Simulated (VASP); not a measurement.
A run of VASP 6.6.1 is set up as follows.

File INCAR:

```
PREC = Accurate ; ENCUT = 520
EDIFF = 1E-6 ; ISMEAR = -1
SIGMA = 0.19 ; LREAL = Auto
LASPH = T ; NELM = 60
ALGO = Normal ; ISIF = 2
LWAVE = F ; LCHARG = T
GGA = PE ; LELF = T
LVHAR = T ; NBANDS = 66
```

Contents of KPOINTS:

```
Automatic mesh
0
Gamma
  2 2 2
```

File POSCAR:

```
Si3Sn
1.0
    8.0706430000      0.0000000000      0.0000000000
    0.0000000000      8.0706430000      0.0000000000
    0.0000000000      0.0000000000      5.7453210000
Si Sn
12 4
Direct
    0.2491417351     -0.0056849250      0.7724019250
    0.2278272004      0.2539900476      0.0017929372
   -0.0108821565      0.2388198809      0.2274414258
    0.2484606245      0.4961452266      0.7328479993
    0.2427275002      0.7479338387      0.0026567706
   -0.0108154951      0.7697322258      0.2092767314
    0.7377035510     -0.0000733523      0.7992004276
    0.7359226520      0.2499533185      0.0177782930
    0.4924445301      0.2373165310      0.1937541871
    0.7668398912      0.4817381961      0.7934628892
    0.7466836286      0.7602254244      0.0401603322
    0.4780817340      0.7538400596      0.2476362940
   -0.0049521457      0.0043643363      0.4978426793
   -0.0023186504      0.5038801741      0.4976084017
    0.5098534280      0.0038122117      0.5063264524
    0.5028240005      0.4889713248      0.4977157934
```

Potentials or basis: VASP PAW PBE potentials, release 64 (Si, Sn_d).

Launch:

```sh
$ cat potpaw_PBE.64/Si/POTCAR potpaw_PBE.64/Sn_d/POTCAR > POTCAR
$ mpirun -np 1 vasp_std > vasp.out
```

**Question.** What does it give for the pressure?

**Answer.** 2.4 GPa.

**Question.** Predict the largest force.

**Answer.** 2.944 eV/Å.

Stress tensor (GPa, compression positive):
```
 5.15  0.26  0.44
 0.26  0.55 -0.93
 0.44 -0.93  1.36
```

Caveat: the k points lie up to 0.55 Å⁻¹ apart; forces of over 1 eV/Å act on the atoms, so gaps and moduli don't describe the material at rest.
